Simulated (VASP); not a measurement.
# SiO2 (rutile type) (P4_2/mnm) in VASP: notebook, part 2 of 2

VASP 6.6.1.

## Step 4: Single point, PBEsol

This run uses another cell than the first one, of 7.85 Å³/atom.

INCAR

```
SYSTEM = SiO2
PREC = Accurate
ENCUT = 520
EDIFF = 1E-6
ISMEAR = -1
SIGMA = 0.05
LREAL = .False.
LASPH = .True.
NELM = 80
ALGO = Normal
ISIF = 2
LWAVE = .False.
LCHARG = .True.
GGA = PS
LELF = .True.
LVHAR = .True.
NBANDS = 25
```

KPOINTS

```
regular mesh
0
Gamma
  8 8 11
  0 0 0
```

POSCAR

```
SiO2
1.0
    4.1947535474      0.0000000000      0.0000000000
    0.0000000000      4.1947535474      0.0000000000
    0.0000000000      0.0000000000      2.6783698455
Si O
2 4
Direct
    0.0000000000      0.0000000000      0.0000000000
    0.5000000000      0.5000000000      0.5000000000
    0.3060671464      0.3060671464      0.0000000000
    0.6939328536      0.6939328536      0.0000000000
    0.8060671464      0.1939328536      0.5000000000
    0.1939328536      0.8060671464      0.5000000000
```

Potentials or basis: VASP PAW PBE potentials, release 64 (Si, O).

Started as:

```sh
$ cat potpaw_PBE.64/Si/POTCAR potpaw_PBE.64/O/POTCAR > POTCAR
$ mpirun -np 1 vasp_std > vasp.out
```

OUTCAR:

```text
SYSTEM = SiO2
   PREC = Accurate
   ENCUT = 520
   EDIFF = 1E-6
   ISMEAR = -1
   LREAL = .False.
   LASPH = .True.
   NELM = 80
   ISIF = 2
   GGA = PS

 ion  position               nearest neighbor table
   1  0.000  0.000  0.000-   5 1.77   6 1.77   5 1.77   6 1.77   3 1.82   4 1.82
   2  0.500  0.500  0.500-   3 1.77   4 1.77   3 1.77   4 1.77   5 1.82   6 1.82
   3  0.306  0.306  0.000-   2 1.77   2 1.77   1 1.82
   4  0.694  0.694  0.000-   2 1.77   2 1.77   1 1.82
   5  0.806  0.194  0.500-   1 1.77   1 1.77   2 1.82
   6  0.194  0.806  0.500-   1 1.77   1 1.77   2 1.82

  LATTYP: Found a simple tetragonal cell.
 ALAT       =     4.1947535474
 C/A-ratio  =     0.6385046977

  Lattice vectors:

 A1 = (   4.1947535474,   0.0000000000,   0.0000000000)
 A2 = (   0.0000000000,   4.1947535474,   0.0000000000)
 A3 = (   0.0000000000,   0.0000000000,   2.6783698455)

Analysis of symmetry for initial positions (statically):
=====================================================================
 Subroutine PRICEL returns:
 Original cell was already a primitive cell.

 Routine SETGRP: Setting up the symmetry group for a
 simple tetragonal supercell.

 Subroutine GETGRP returns: Found 16 space group operations
 (whereof  8 operations were pure point group operations)
 out of a pool of 16 trial point group operations.

The static configuration has the point symmetry D_2h.
 The point group associated with its full space group is D_4h.

Analysis of symmetry for dynamics (positions and initial velocities):
=====================================================================
 Subroutine PRICEL returns:
 Original cell was already a primitive cell.

 Routine SETGRP: Setting up the symmetry group for a
 simple tetragonal supercell.

 Subroutine GETGRP returns: Found 16 space group operations
 (whereof  8 operations were pure point group operations)
 out of a pool of 16 trial point group operations.

The dynamic configuration has the point symmetry D_2h.
[... 124 lines left out ...]
   EFERMI_NEDOS =   21; number of points for ismear=-14 and -15
   IALGO  =     38    algorithm
   IMIX   =      4    mixing-type and parameters
     AMIX     =   0.40;   BMIX     =  1.00
     AMIX_MAG =   1.60;   BMIX_MAG =  1.00
  volume/ion in A,a.u.               =       7.85        53.01
  Fermi-wavevector in a.u.,A,eV,Ry     =   1.438899  2.719125 28.169919  2.070431
  Thomas-Fermi vector in A             =   2.557815
   LORBIT       =      0    0 simple, 1 ext, 2 COOP (PROOUT), +10 PAW based schemes
   GGA     = PS    functional components
   LHFCALC =     F    Hartree Fock is set to
   AEXX    =    0.0000 exact exchange contribution
   IVDW    =     0    specifies the selected vdW correction
   LEPSILON=     F    determine dielectric tensor
   LRPA    =     F    only Hartree local field effects (RPA)
 non-spin polarized calculation
  energy-cutoff  :      520.00
  volume of cell :       47.13
 maximum number of plane-waves:      1280
 NGX is ok and might be reduce to    32
   NGX = 15   NGY = 15   NGZ =  9

 number of electron      31.9999978 magnetization

 Free energy of the ion-electron system (eV)
  ---------------------------------------------------
  ext. energy  EPLUGINS =         0.00000000
  ---------------------------------------------------
  free energy    TOTEN  =       -48.98539949 eV

  energy without entropy =      -48.98539949  energy(sigma->0) =      -48.98539949

 E-fermi :   8.9939     XC(G=0): -12.4672

 val. band max:        8.0051710688   @ k =   0.0000   0.0000   0.0000
 cond. band min:      13.3653212350   @ k =   0.0000   0.0000   0.0000
 fundamental gap:      5.3601501661
 Fermi energy:         8.9939473846

 k-point     1 :       0.0000    0.0000    0.0000
  band No.  band energies     occupation
      1     -14.4449      2.00000
      2     -10.8141      2.00000
      3     -10.8141      2.00000
      4     -10.5858      2.00000
      5      -2.8592      2.00000
      6       1.5698      2.00000
[... 661 lines left out ...]
     24      20.8507      0.00000
     25      22.5324      0.00000

 [... further k-points ...]
[... 5 lines left out ...]
  --------------------------------------------------------------------------------------
  -------------------------------------------------------------------------------------
  Total        0.1086759      0.1086759      0.3813182      0.0000000      0.0000000      0.0000000
  in kB        3.6945391      3.6945391     12.9632747      0.0000000      0.0000000      0.0000000
  external PRESSURE =       6.7841176 kB  Pullay stress =       0.0000000 kB

 VOLUME and BASIS-vectors are now :
 -----------------------------------------------------------------------------
  energy-cutoff  :      520.00
  volume of cell :       47.13
      direct lattice vectors                 reciprocal lattice vectors
     4.194753547  0.000000000  0.000000000     0.238393028  0.000000000  0.000000000
     0.000000000  4.194753547  0.000000000     0.000000000  0.238393028  0.000000000
     0.000000000  0.000000000  2.678369845     0.000000000  0.000000000  0.373361432

 POSITION                                       TOTAL-FORCE (eV/Angst)
 -----------------------------------------------------------------------------------
      0.00000      0.00000      0.00000        -0.000000     -0.000000      0.000000
      2.09738      2.09738      1.33918        -0.000000     -0.000000      0.000000
      1.28388      1.28388      0.00000        -0.025535     -0.025535     -0.000000
      2.91088      2.91088      0.00000         0.025535      0.025535      0.000000
      3.38125      0.81350      1.33918        -0.025535      0.025535      0.000000
      0.81350      3.38125      1.33918         0.025535     -0.025535     -0.000000
 -----------------------------------------------------------------------------------
    total drift:                                0.000000      0.000000      0.000000

  FREE ENERGIE OF THE ION-ELECTRON SYSTEM (eV)
  ---------------------------------------------------
  free  energy   TOTEN  =       -48.9853994888 eV

  energy  without entropy=      -48.9853994888  energy(sigma->0) =      -48.98539949
```

OSZICAR:

```text
N       E                     dE             d eps       ncg     rms          rms(c)
DAV:   1     0.133294934344E+03    0.13329E+03   -0.17656E+04  4524   0.123E+03
DAV:   2    -0.462791342065E+02   -0.17957E+03   -0.17243E+03  5638   0.279E+02
DAV:   3    -0.531343390179E+02   -0.68552E+01   -0.68265E+01  6035   0.518E+01
DAV:   4    -0.531782510157E+02   -0.43912E-01   -0.43899E-01  5255   0.482E+00
DAV:   5    -0.531786044119E+02   -0.35340E-03   -0.35333E-03  6043   0.408E-01    0.169E+01
DAV:   6    -0.490048895617E+02    0.41737E+01   -0.11548E+01  5734   0.226E+01    0.806E+00
DAV:   7    -0.489942820617E+02    0.10607E-01   -0.65372E-01  5553   0.463E+00    0.295E+00
DAV:   8    -0.489852984133E+02    0.89836E-02   -0.24655E-02  5760   0.135E+00    0.993E-01
DAV:   9    -0.489853178752E+02   -0.19462E-04   -0.56135E-03  5818   0.624E-01    0.252E-01
DAV:  10    -0.489854071549E+02   -0.89280E-04   -0.27185E-04  5641   0.122E-01    0.427E-02
DAV:  11    -0.489853995403E+02    0.76146E-05   -0.40488E-05  5844   0.456E-02    0.970E-03
DAV:  12    -0.489853994888E+02    0.51447E-07   -0.27006E-06  4862   0.123E-02
   1 F= -.48985399E+02 E0= -.48985399E+02  d E =-.146620E-10
```

Run time: 76 s. Hardware: 1 thread of Intel Xeon 8259CL, shared host; peak memory 0.2 GiB.

Results:

| Property | Result |
| --- | --- |
| Free energy | -48.9854 eV |
| Pressure | 0.7 GPa |
| Largest force | 0.036 eV/Å |
| Band gap on the k mesh | 5.36 eV |

Forces on the atoms (eV/Å):
```
Si   0.000  0.000  0.000
Si   0.000  0.000  0.000
O   -0.026 -0.026  0.000
O    0.026  0.026  0.000
O   -0.026  0.026  0.000
O    0.026 -0.026  0.000
```

Stress tensor (GPa, compression positive):
```
0.37 0.00 0.00
0.00 0.37 0.00
0.00 0.00 1.30
```

Caveat: the PAW data sets were made with another functional, which shifts forces and pressure a little; an odd mesh through Γ misses points on the zone boundary, where band edges can lie.
